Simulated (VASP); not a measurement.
InAs4:

```
CELL_PARAMETERS angstrom
5.33271 0.00000 0.00000
0.00000 5.33271 0.00000
0.00000 0.00000 3.89326
ATOMIC_POSITIONS crystal
In 0.50000 0.50000 0.50000
As 0.25000 0.25000 0.00000
As 0.25000 0.75000 0.00000
As 0.75000 0.25000 0.00000
As 0.75000 0.75000 0.00000
```

* Program: VASP 6.6.1
* Task: relaxation of cell and atoms
* Functional: PBE
* Dispersion: D3(BJ)
* Potentials or basis: VASP PAW PBE potentials, release 64 (In_d, As)
* Cutoff: 600 eV
* k mesh: 4 × 4 × 4
* Occupations: gaussian, width 0.1 eV
* Spin: no spin polarisation

At the start: pressure 8.8 GPa; volume 22.14 Å³/atom.

Task: Where does the relaxation end?

Result: Over 9 steps the energy falls by 142.6 meV/atom and the volume is 24.90 Å³/atom (+12.5 %); space group P4/mmm (No. 123, to 0.05 Å).

Step by step:
| step | energy change (eV) | largest force (eV/Å) | pressure (GPa) | volume (Å³) |
| --- | --- | --- | --- | --- |
| 1 | 0.0000 | 1.6898 | 8.82 | 110.72 |
| 2 | -0.5054 | 0.3728 | -3.98 | 131.39 |
| 3 | -0.5566 | 0.4350 | -1.76 | 125.64 |
| 4 | -0.6875 | 0.2953 | -0.14 | 123.56 |
| 5 | -0.7042 | 0.1662 | 0.76 | 122.63 |
| 6 | -0.7042 | 0.1477 | 0.86 | 122.55 |
| 7 | -0.7115 | 0.0223 | 0.04 | 124.54 |
| 8 | -0.7117 | 0.0025 | 0.14 | 124.25 |
| 9 | -0.7128 | 0.0388 | -0.14 | 124.52 |

Final structure:
```
CELL_PARAMETERS angstrom
5.39919 0.00000 0.00000
0.00000 5.39919 0.00000
0.00000 0.00000 4.27144
ATOMIC_POSITIONS crystal
In 0.50000 0.50000 0.50000
As 0.23480 0.23480 0.00000
As 0.23480 0.76520 0.00000
As 0.76520 0.23480 0.00000
As 0.76520 0.76520 0.00000
```

Caveat: the k points lie up to 0.37 Å⁻¹ apart in the final cell; pairwise dispersion overbinds metals, which lowers pressure and volume.
